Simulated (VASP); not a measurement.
Runs of VASP 6.6.1 on ZrS. The structure is that of space group Fm-3m (No. 225), or close to it. The cells are those of the table. 

```tsv
cell	gap on the mesh (eV)	pressure (GPa)
a = 3.640, b = 3.640, c = 3.695 Å, angles 59.5, 59.5, 61.0°, 2 atoms	none	4.9
a = 3.612, b = 3.612, c = 3.584 Å, angles 60.3, 60.3, 59.5°, 2 atoms	none	12.6
a = 3.695, b = 3.695, c = 3.750 Å, angles 59.5, 59.5, 61.0°, 2 atoms	none	-1.7
a = 3.667, b = 3.667, c = 3.639 Å, angles 60.3, 60.3, 59.5°, 2 atoms	none	(b)
a = 3.640, b = 3.640, c = 3.584 Å, angles 60.5, 60.5, 59.0°, 2 atoms	none	(a)
a = 3.667, b = 3.667, c = 3.695 Å, angles 59.8, 59.8, 60.5°, 2 atoms	none	2.2
a = 3.696, b = 3.696, c = 3.584 Å, angles 61.0, 61.0, 58.0°, 2 atoms	none	6.0
a = 3.750, b = 3.750, c = 3.805 Å, angles 59.5, 59.5, 61.0°, 2 atoms	none	-7.0
a = 3.722, b = 3.722, c = 3.695 Å, angles 60.2, 60.2, 59.5°, 2 atoms	none	(c)
```

Alike in all rows: task single point; level r2SCAN; potentials or basis VASP PAW PBE potentials, release 64 (Zr_sv, S); no spin polarisation; k mesh 20 × 20 × 20; cutoff (eV) 520; smearing gaussian 0.15 eV.

Q: Fill in the values left out.

A: (a) 10.1; (b) 4.6; (c) -2.0.

Caveats: the PAW data sets were made with another functional, which shifts forces and pressure a little; the cell stands under pressure (at least some runs); the cell stands under tension (at least some runs).

A k mesh can miss the band edges, and the runs leave out spin-orbit coupling on Zr.

A gap of «none» marks levels without a gap at the run's occupations.
